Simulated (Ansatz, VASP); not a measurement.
**One calculation of Ca, two programs**

The input INCAR:

```
PREC = Accurate
ENCUT = 600
EDIFF = 1E-7
ISMEAR = 0
SIGMA = 0.1
LREAL = False
LASPH = True
NELM = 80
ALGO = Normal
ISIF = 3
LWAVE = False
LCHARG = False
GGA = PE
IBRION = 2
NSW = 90
EDIFFG = -0.04
```

The input KPOINTS:

```
Automatic mesh
0
Gamma
  4 4 4
```

Contents of POSCAR:

```
Ca
1.0
    6.3873869546      0.0000000000      0.0000000000
    0.0000000000      6.3873869546      0.0000000000
    0.0000000000      0.0000000000      6.3873869546
Ca
5
Direct
    0.2500000000      0.2500000000      0.2500000000
    0.2500000000      0.7500000000      0.7500000000
    0.7500000000      0.2500000000      0.7500000000
    0.7500000000      0.7500000000      0.2500000000
    0.5000000000      0.5000000000      0.5000000000
```

Input for Ansatz:

```yaml
crystal:
  lattice:
    - [6.3873869546, 0.0, 0.0]
    - [0.0, 6.3873869546, 0.0]
    - [0.0, 0.0, 6.3873869546]
  atoms:
    - { symbol: Ca, position: [0.25, 0.25, 0.25] }
    - { symbol: Ca, position: [0.25, 0.75, 0.75] }
    - { symbol: Ca, position: [0.75, 0.25, 0.75] }
    - { symbol: Ca, position: [0.75, 0.75, 0.25] }
    - { symbol: Ca, position: [0.5, 0.5, 0.5] }
basis:
  ecutwfc: 420
kpoints:
  mp_grid: { grid: [4, 4, 4] }
hamiltonian:
  xc: pbe
scf:
  occupations: { method: gaussian, width: 0.1 }
  lower_state_search: "off"
output:
  forces: true
  stress: true
  eigenvalues: true
relax:
  adjacent_minimum: "off"
  f_tol: 0.04
  max_steps: 70
  cell: { stress_tol: 0.4 }
```

Alike in both runs: task relaxation of cell and atoms; functional PBE; k mesh 4 × 4 × 4; occupations gaussian, width 0.1 eV; no spin polarisation.

```csv
,VASP,Ansatz
version,VASP 6.6.1,Ansatz 0.2.0
potentials or method,"VASP PAW PBE potentials, release 64 (Ca_sv), cutoff 600 eV","scalar-relativistic, plane waves, PAW"
valence electrons in the cell,50,50
```

```csv
,VASP,Ansatz,Ansatz less VASP
"gap on the k mesh at the Fermi level, each at its own relaxed structure (eV)",none,none,-
relaxed volume (Å³/atom),50.39,48.57,-1.816
relaxed cell length with the largest relative difference (Å),6.316,6.239,-0.0768
```

A gap of «none» marks a metal or a gap that the smearing closes.
